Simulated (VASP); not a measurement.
# Pb (P6_3/mmc) in VASP: notebook

The runs below take Pb through single point, relaxation of cell and atoms, with PBE.

Program: VASP 6.6.1. These are calculated values, not measurements. Logs are shortened: lines on timing, memory, paths and dates and some standing lists are left out, and cuts for length are marked.

### Step 1. The cell of the first run

Symmetry: P6_3/mmc, No. 194, hexagonal system. The conventional cell has a = 3.562 Å, b = 3.562 Å, c = 11.624 Å, α = 90.00°, β = 90.00°, γ = 120.00°. Pb (site symmetry -3m) has 12 Pb at 3.56 Å within 4.7 Å. Pb (site symmetry -6m2) has 12 Pb at 3.56 Å within 4.7 Å.

This isn't the form of Pb at room conditions, which is fcc.

### Step 2. Single point, PBE

Contents of INCAR:

```
SYSTEM = Pb
  PREC = Accurate
  ENCUT = 520
  EDIFF = 1E-7
  ISMEAR = 0
  SIGMA = 0.1
  LREAL = .FALSE.
  LASPH = .TRUE.
  NELM = 100
  ALGO = Fast
  ISIF = 2
  LWAVE = .FALSE.
  LCHARG = .TRUE.
  GGA = PE
  LELF = .TRUE.
  LVHAR = .TRUE.
  NBANDS = 36
```

Contents of KPOINTS:

```
regular mesh
0
G
  12 12 4
  0 0 0
```

Contents of POSCAR:

```
Pb
1.0
    3.5621995427      0.0000000000      0.0000000000
   -1.7810997713      3.0849552974      0.0000000000
    0.0000000000      0.0000000000     11.6238699821
Pb
4
Direct
    0.0000000000      0.0000000000      0.0000000000
    0.3333333333      0.6666666667      0.2500000000
    0.0000000000      0.0000000000      0.5000000000
    0.6666666667      0.3333333333      0.7500000000
```

Potentials or basis: VASP PAW PBE potentials, release 64 (Pb_d).

The run is started by

```bash
$ cat potpaw_PBE.64/Pb_d/POTCAR > POTCAR
$ mpirun -np 1 vasp_std > vasp.out
```

OUTCAR:

```text
SYSTEM = Pb
   PREC = Accurate
   ENCUT = 520
   EDIFF = 1E-7
   ISMEAR = 0
   LREAL = .FALSE.
   LASPH = .TRUE.
   NELM = 100
   ISIF = 2
   GGA = PE

 ion  position               nearest neighbor table
   1  0.000  0.000  0.000-   2 3.56   4 3.56   4 3.56   2 3.56   4 3.56   2 3.56
   2  0.333  0.667  0.250-   1 3.56   3 3.56   1 3.56   3 3.56   1 3.56   3 3.56
   3  0.000  0.000  0.500-   2 3.56   4 3.56   4 3.56   2 3.56   4 3.56   2 3.56
   4  0.667  0.333  0.750-   1 3.56   3 3.56   1 3.56   3 3.56   1 3.56   3 3.56

  LATTYP: Found a hexagonal cell.
 ALAT       =     3.5621995427
 C/A-ratio  =     3.2631159043

  Lattice vectors:

 A1 = (   3.5621995427,   0.0000000000,   0.0000000000)
 A2 = (  -1.7810997713,   3.0849552974,   0.0000000000)
 A3 = (   0.0000000000,   0.0000000000,  11.6238699821)

Analysis of symmetry for initial positions (statically):
=====================================================================
 Subroutine PRICEL returns:
 Original cell was already a primitive cell.

 Routine SETGRP: Setting up the symmetry group for a
 hexagonal supercell.

 Subroutine GETGRP returns: Found 24 space group operations
 (whereof 12 operations were pure point group operations)
 out of a pool of 24 trial point group operations.

The static configuration has the point symmetry D_3d.
 The point group associated with its full space group is D_6h.

Analysis of symmetry for dynamics (positions and initial velocities):
=====================================================================
 Subroutine PRICEL returns:
 Original cell was already a primitive cell.

 Routine SETGRP: Setting up the symmetry group for a
 hexagonal supercell.

 Subroutine GETGRP returns: Found 24 space group operations
 (whereof 12 operations were pure point group operations)
 out of a pool of 24 trial point group operations.

The dynamic configuration has the point symmetry D_3d.
 The point group associated with its full space group is D_6h.

 Subroutine INISYM returns: Found 24 space group operations
 (whereof 12 operations are pure point group operations),
 and found     1 'primitive' translations

----------------------------------------------------------------------------------------

                                     Primitive cell

  volume of cell :     127.7373

  direct lattice vectors                    reciprocal lattice vectors
     3.562199543  0.000000000  0.000000000     0.280725430  0.162076903  0.000000000
    -1.781099771  3.084955297  0.000000000     0.000000000  0.324153806  0.000000000
     0.000000000  0.000000000 11.623869982     0.000000000  0.000000000  0.086029868
[... 92 lines left out ...]
   IBRION =     -1    ionic relax: 0-MD 1-quasi-New 2-CG
   NFREE  =      0    steps in history (QN), initial steepest desc. (CG)
   ISIF   =      2    stress and relaxation
   ISYM   =      2    0-nonsym 1-usesym 2-fastsym
   POTIM  = 0.5000    time-step for ionic-motion
   TEBEG  =    0.0;   TEEND  =   0.0 temperature during run
   PSTRESS=    0.0 pullay stress
   NELECT =      56.0000    total number of electrons
   NUPDOWN=      -1.0000    fix difference up-down
   EMIN   =  10.00;   EMAX   =-10.00  energy-range for DOS
   EFERMI =   0.00;   METHOD = LEGACY
   ISMEAR =     0;   SIGMA  =   0.10  broadening in eV -4-tet -1-fermi 0-gaus
   EFERMI_NEDOS =   21; number of points for ismear=-14 and -15
   IALGO  =     68    algorithm
   IMIX   =      4    mixing-type and parameters
     AMIX     =   0.40;   BMIX     =  1.00
     AMIX_MAG =   1.60;   BMIX_MAG =  1.00
  volume/ion in A,a.u.               =      31.93       215.50
  Fermi-wavevector in a.u.,A,eV,Ry     =   1.243650  2.350158 21.043664  1.546666
  Thomas-Fermi vector in A             =   2.377952
   LORBIT       =      0    0 simple, 1 ext, 2 COOP (PROOUT), +10 PAW based schemes
   GGA     = PE    functional components
   LHFCALC =     F    Hartree Fock is set to
   AEXX    =    0.0000 exact exchange contribution
   IVDW    =     0    specifies the selected vdW correction
   LEPSILON=     F    determine dielectric tensor
   LRPA    =     F    only Hartree local field effects (RPA)
 non-spin polarized calculation
 RMM-DIIS sequential band-by-band and
 Gauss-broadening in eV      SIGMA  =   0.10
  energy-cutoff  :      520.00
  volume of cell :      127.74
 maximum number of plane-waves:      3499
 NGX is ok and might be reduce to    28
   NGX = 13   NGY = 13   NGZ = 43

 number of electron      55.9999993 magnetization

 Free energy of the ion-electron system (eV)
  ---------------------------------------------------
  ext. energy  EPLUGINS =         0.00000000
  ---------------------------------------------------
  free energy    TOTEN  =       -14.23391977 eV

  energy without entropy =      -14.22307856  energy(sigma->0) =      -14.22849916

 E-fermi :   6.7692     XC(G=0):  -9.9402

 val. band max:        6.7375590615   @ k =   0.5000  -0.0000   0.0000
 cond. band min:       6.7795790179   @ k =   0.1667   0.1667   0.2500
 fundamental gap:      0.0420199564
 Fermi energy:         6.7691759714

 k-point     1 :       0.0000    0.0000    0.0000
  band No.  band energies     occupation
      1     -10.3461      2.00000
      2     -10.3334      2.00000
      3     -10.3299      2.00000
      4     -10.3273      2.00000
      5     -10.3219      2.00000
      6     -10.3219      2.00000
[... 925 lines left out ...]
     35      11.3288      0.00000
     36      12.3071      0.00000

 [... further k-points ...]

------------------------ aborting loop because EDIFF is reached ----------------------------------------

  FORCE on cell =-STRESS in cart. coord.  units (eV):
  Direction    XX          YY          ZZ          XY          YZ          ZX
  --------------------------------------------------------------------------------------
  -------------------------------------------------------------------------------------
  Total       -0.0321958     -0.0321958     -0.0422481     -0.0000000      0.0000000      0.0000000
  in kB       -0.4038239     -0.4038239     -0.5299079     -0.0000000      0.0000000      0.0000000
  external PRESSURE =      -0.4458519 kB  Pullay stress =       0.0000000 kB

 VOLUME and BASIS-vectors are now :
 -----------------------------------------------------------------------------
  energy-cutoff  :      520.00
  volume of cell :      127.74
      direct lattice vectors                 reciprocal lattice vectors
     3.562199543  0.000000000  0.000000000     0.280725430  0.162076903  0.000000000
    -1.781099771  3.084955297  0.000000000     0.000000000  0.324153806  0.000000000
     0.000000000  0.000000000 11.623869982     0.000000000  0.000000000  0.086029868

 POSITION                                       TOTAL-FORCE (eV/Angst)
 -----------------------------------------------------------------------------------
      0.00000      0.00000      0.00000        -0.000000      0.000000      0.000000
     -0.00000      2.05664      2.90597         0.000000      0.000000     -0.000000
      0.00000      0.00000      5.81193        -0.000000      0.000000      0.000000
      1.78110      1.02832      8.71790        -0.000000     -0.000000     -0.000000
 -----------------------------------------------------------------------------------
    total drift:                                0.000000     -0.000000      0.000000

  FREE ENERGIE OF THE ION-ELECTRON SYSTEM (eV)
  ---------------------------------------------------
  free  energy   TOTEN  =       -14.2339197658 eV

  energy  without entropy=      -14.2230785623  energy(sigma->0) =      -14.22849916
```

OSZICAR:

```text
N       E                     dE             d eps       ncg     rms          rms(c)
DAV:   1     0.676353004665E+03    0.67635E+03   -0.27295E+04  4104   0.186E+03
DAV:   2     0.498921195358E+02   -0.62646E+03   -0.61644E+03  4112   0.496E+02
DAV:   3    -0.115522997838E+02   -0.61444E+02   -0.60573E+02  4884   0.198E+02
DAV:   4    -0.141656735516E+02   -0.26134E+01   -0.26072E+01  4956   0.460E+01
DAV:   5    -0.142702792875E+02   -0.10461E+00   -0.10460E+00  5176   0.791E+00    0.954E-01
RMM:   6    -0.142394024979E+02    0.30877E-01   -0.69402E-02  4499   0.247E+00    0.512E-01
RMM:   7    -0.142321334409E+02    0.72691E-02   -0.51065E-02  4805   0.184E+00    0.177E-01
RMM:   8    -0.142331804555E+02   -0.10470E-02   -0.14926E-02  4916   0.151E+00    0.674E-02
RMM:   9    -0.142337491138E+02   -0.56866E-03   -0.84558E-03  6019   0.672E-01    0.410E-02
RMM:  10    -0.142338812170E+02   -0.13210E-03   -0.17180E-03  5609   0.340E-01    0.204E-02
RMM:  11    -0.142339150274E+02   -0.33810E-04   -0.31482E-04  5777   0.129E-01    0.884E-03
RMM:  12    -0.142339183444E+02   -0.33170E-05   -0.47251E-05  5751   0.648E-02    0.265E-03
RMM:  13    -0.142339204151E+02   -0.20707E-05   -0.24472E-05  5736   0.302E-02    0.221E-03
RMM:  14    -0.142339200864E+02    0.32863E-06   -0.32512E-06  4998   0.186E-02    0.166E-03
RMM:  15    -0.142339197818E+02    0.30462E-06   -0.17622E-06  4716   0.102E-02    0.179E-04
RMM:  16    -0.142339197658E+02    0.16046E-07   -0.33059E-07  3033   0.395E-03
   1 F= -.14233920E+02 E0= -.14228499E+02  d E =-.108412E-01
```

It took 8.5 min on 1 thread of Intel Xeon 8259CL, shared host; peak memory 0.36 GiB.

What came out:

```yaml
Free_energy: -14.2339 eV
Pressure: 0.0 GPa
Band_gap_on_the_k_mesh: zero (bands 28 and 29 overlap by 7.29 eV)
```

Caveat: spin-orbit coupling is left out, which moves the levels of the heavy elements.

### Step 3. Relaxation of cell and atoms, PBE

This run uses another cell than the first one, of 28.65 Å³/atom.

Contents of INCAR:

```
PREC = Accurate
ENCUT = 600
EDIFF = 1E-6
ISMEAR = 0
SIGMA = 0.1
LREAL = F
LASPH = T
NELM = 100
ALGO = Fast
ISIF = 3
LWAVE = F
LCHARG = F
GGA = PE
IBRION = 2
NSW = 80
EDIFFG = -0.01
```

Contents of KPOINTS:

```
regular mesh
0
Gamma
  12 12 4
```

Contents of POSCAR:

```
Pb
1.0
    3.4288642777      0.0000000000      0.0000000000
   -1.7144321388      2.9694835706      0.0000000000
    0.0000000000      0.0000000000     11.2548642971
Pb
4
Direct
    0.0000000000      0.0000000000      0.0000000000
    0.3333333333      0.6666666667      0.2500000000
    0.0000000000      0.0000000000      0.5000000000
    0.6666666667      0.3333333333      0.7500000000
```

Potentials or basis: VASP PAW PBE potentials, release 64 (Pb_d).

The run is started by

```bash
$ cat potpaw_PBE.64/Pb_d/POTCAR > POTCAR
$ mpirun -np 1 vasp_std > vasp.out
```

It took 32 min on 1 thread of Intel Xeon 8259CL, shared host; peak memory 0.39 GiB.

Results (log left out):

```
Free energy                           : -14.2307 eV
Relaxed volume                        : 31.91 Å³/atom
Relaxed cell                          : a = 3.561 Å, b = 3.561 Å, c = 11.622 Å, α = 90.00°, β = 90.00°, γ = 120.00°
Space group after relaxing (to 0.1 Å) : P6_3/mmc (No. 194)
Energy gained by relaxing             : 51.4 meV/atom
Ionic steps                           : 8
Pressure after relaxing               : 0.0 GPa
Band gap on the k mesh                : zero (bands 28 and 29 overlap by 7.30 eV)
```

The path:
| step | energy change (eV) | largest force (eV/Å) | pressure (GPa) | volume (Å³) |
| --- | --- | --- | --- | --- |
| 1 | 0.0000 | 0.0000 | 5.66 | 114.60 |
| 2 | -0.1868 | 0.0000 | -1.26 | 132.22 |
| 3 | -0.2056 | 0.0000 | 0.04 | 127.54 |
| 4 | -0.2056 | 0.0000 | -0.06 | 127.81 |
| 5 | -0.2057 | 0.0000 | 0.05 | 127.59 |
| 6 | -0.2057 | 0.0000 | 0.01 | 127.57 |
| 7 | -0.2057 | 0.0000 | 0.05 | 127.54 |
| 8 | -0.2058 | 0.0000 | -0.01 | 127.65 |

Final structure:
```cif
data_structure
_symmetry_space_group_name_H-M 'P 1'
_symmetry_Int_Tables_number 1
_cell_length_a 3.5614
_cell_length_b 3.5614
_cell_length_c 11.6218
_cell_angle_alpha 90.000
_cell_angle_beta 90.000
_cell_angle_gamma 120.000
_cell_volume 127.65
loop_
_atom_site_label
_atom_site_type_symbol
_atom_site_fract_x
_atom_site_fract_y
_atom_site_fract_z
_atom_site_occupancy
Pb1 Pb 0.00000 0.00000 0.00000 1
Pb2 Pb 0.33333 0.66667 0.25000 1
Pb3 Pb 0.00000 0.00000 0.50000 1
Pb4 Pb 0.66667 0.33333 0.75000 1
```

Levels at points of the mesh, in eV from the Fermi level:
| k point | band 24 | band 25 | band 26 | band 27 | band 28 | band 29 | band 30 | band 31 | band 32 | band 33 |
| --- | --- | --- | --- | --- | --- | --- | --- | --- | --- | --- |
| (0.00, 0.00, 0.00) | -8.13 | -4.01 | 0.62 | 0.63 | 5.23 | 5.23 | 5.98 | 5.98 | 6.02 | 6.02 |
| (0.50, 0.00, 0.00) | -6.99 | -3.86 | -3.56 | -2.29 | -1.80 | -0.03 | 0.74 | 1.93 | 3.21 | 3.22 |
| (0.00, 0.00, 0.50) | -9.05 | -2.47 | -2.47 | 4.31 | 4.31 | 5.44 | 5.44 | 5.44 | 5.44 | 6.63 |
| (0.50, 0.00, 0.50) | -7.24 | -3.37 | -3.37 | -2.67 | -2.67 | 1.24 | 1.24 | 2.27 | 2.27 | 2.73 |

Caveat: spin-orbit coupling is left out, which moves the levels of the heavy elements.
